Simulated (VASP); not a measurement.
A run of VASP 6.6.1:

Contents of INCAR:

```
SYSTEM = MgB2
PREC     = Accurate       ! precision mode
ENCUT    = 600            ! plane-wave cutoff, eV
EDIFF    = 1E-6           ! SCF threshold, eV
ISMEAR   = -1             ! smearing method
SIGMA    = 0.1            ! smearing width, eV
LREAL    = .False.        ! projectors in reciprocal space
LASPH    = .True.         ! aspherical terms in the spheres
NELM     = 120            ! most SCF steps
ALGO     = Normal         ! electronic algorithm
ISIF     = 2              ! what is computed and relaxed
LWAVE    = .False.        ! write WAVECAR
LCHARG   = .False.        ! write CHGCAR
GGA      = PE             ! functional
NBANDS   = 11             ! bands
GGA_COMPAT= .False.
```

Contents of KPOINTS:

```
regular mesh
0
Gamma
  5 5 4
  0 0 0
```

Contents of POSCAR:

```
MgB2
1.0
    3.0850000000      0.0000000000      0.0000000000
   -1.5425000000      2.6716880000      0.0000000000
    0.0000000000      0.0000000000      3.5230000000
Mg B
1 2
Direct
   -0.0021897926     -0.0002947354      0.0002151137
    0.3372312047      0.6690435812      0.5013060212
    0.6676922837      0.3316190964      0.4982103212
```

Potentials or basis: VASP PAW PBE potentials, release 64 (Mg, B).

Launch:

```sh
$ cat potpaw_PBE.64/Mg/POTCAR potpaw_PBE.64/B/POTCAR > POTCAR
$ mpirun -np 1 vasp_std > vasp.out
```

Hardware: 1 thread of Intel Xeon 6975P-C, with other jobs on the host.

Problem. How long does it take, and how much memory?

Solution. It took 11 s on 1 thread of Intel Xeon 6975P-C, on a shared host, peak memory 0.17 GiB. Counts: scf iterations 12, k points 51.
